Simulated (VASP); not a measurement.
A run of VASP 6.6.1:

The input INCAR:

```
SYSTEM = CuNi5
PREC     = Accurate       ! precision mode
ENCUT    = 520            ! plane-wave cutoff, eV
EDIFF    = 1E-6           ! SCF threshold, eV
ISMEAR   = 0              ! smearing method
SIGMA    = 0.1            ! smearing width, eV
LREAL    = .FALSE.        ! projectors in reciprocal space
LASPH    = .TRUE.         ! aspherical terms in the spheres
NELM     = 150            ! most SCF steps
ALGO     = Normal         ! electronic algorithm
ISIF     = 2              ! what is computed and relaxed
LWAVE    = .FALSE.        ! write WAVECAR
LCHARG   = .FALSE.        ! write CHGCAR
ISPIN    = 2              ! spin polarisation
MAGMOM   = 0 2 2 2 2 2    ! initial moments
LORBIT   = 11             ! projections on sites
LMAXMIX  = 4              ! l up to which the mixer works
GGA      = PE             ! functional
NBANDS   = 44             ! bands
```

Contents of KPOINTS:

```
Automatic mesh
0
G
  6 6 2
  0 0 0
```

The input POSCAR:

```
CuNi5
1.0
    2.4679721500      0.0000000000      0.0000000000
   -1.2339860800      2.1373265800      0.0000000000
    0.0000000000      0.0000000000     11.9463576100
Cu Ni
1 5
Direct
    0.6666666700      0.3333333300      0.0000000000
    0.3333333300      0.6666666700      0.8333333300
    0.3333333300      0.6666666700      0.1666666700
    0.3333333300      0.6666666700      0.5000000000
    0.6666666700      0.3333333300      0.3333333300
    0.6666666700      0.3333333300      0.6666666700
```

Potentials or basis: VASP PAW PBE potentials, release 64 (Cu, Ni).

The run is started by

```sh
$ cat potpaw_PBE.64/Cu/POTCAR potpaw_PBE.64/Ni/POTCAR > POTCAR
$ mpirun -np 1 vasp_std > vasp.out
```

Hardware: 1 thread of Intel Xeon 8259CL (shared host).

How long does it take, and how much memory?

Run time: 3.9 min on 1 thread of Intel Xeon 8259CL, on a shared host, peak memory 0.22 GiB. Counts: scf iterations 23, k points 14.
